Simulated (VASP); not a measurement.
Crystal: Mg3ZrN2.

```
CELL_PARAMETERS angstrom
4.60109 0.00000 0.00000
0.00000 4.60109 0.00000
0.00000 0.00000 4.38395
ATOMIC_POSITIONS crystal
Mg 0.00000 0.50000 0.50000
Mg 0.50000 0.00000 0.50000
Mg 0.00000 0.00000 0.00000
Zr 0.00000 0.00000 0.50000
N 0.50000 0.50000 0.50000
N 0.50000 0.50000 0.00000
```

The cell was generated, and may not be a known phase.

* Program: VASP 6.6.1
* Task: relaxation of cell and atoms
* Functional: PBE
* Potentials or basis: VASP PAW PBE potentials, release 64 (Mg_sv, Zr_sv, N)
* Cutoff: 840 eV
* k mesh: 4 × 4 × 4
* Occupations: gaussian, width 0.2 eV
* Spin: no spin polarisation

At the start: pressure 26.4 GPa; volume 15.47 Å³/atom.

Where does the relaxation end?

Over 8 steps the energy falls by 604.9 meV/atom and the volume is 24.74 Å³/atom (+60.0 %); space group P4/mmm (No. 123, to 0.1 Å) before and after.

The path:
```
step  energy change (eV)  largest force (eV/Å)  pressure (GPa)  volume (Å³)
   1              0.0000                0.0000           26.42        92.81
   2             -3.3712                0.0000            3.88       131.20
   3             -3.5873                0.0000            1.10       143.39
   4             -3.4390                0.0000           -2.84       169.89
   5             -3.6184                0.0000           -0.27       151.10
   6             -3.6180                0.0000           -0.05       149.75
   7             -3.6275                0.0000            0.09       148.98
   8             -3.6293                0.0000            0.19       148.47
```

Final structure:
```cif
data_structure
_symmetry_space_group_name_H-M 'P 1'
_symmetry_Int_Tables_number 1
_cell_length_a 5.1611
_cell_length_b 5.1611
_cell_length_c 5.5737
_cell_angle_alpha 90.000
_cell_angle_beta 90.000
_cell_angle_gamma 90.000
_cell_volume 148.47
loop_
_atom_site_label
_atom_site_type_symbol
_atom_site_fract_x
_atom_site_fract_y
_atom_site_fract_z
_atom_site_occupancy
Mg1 Mg 0.00000 0.50000 0.50000 1
Mg2 Mg 0.50000 0.00000 0.50000 1
Mg3 Mg 0.00000 0.00000 0.00000 1
Zr1 Zr 0.00000 0.00000 0.50000 1
N1 N 0.50000 0.50000 0.50000 1
N2 N 0.50000 0.50000 0.00000 1
```

Caveat: the volume moved by over 15 % at a fixed basis, so the end points are rough.
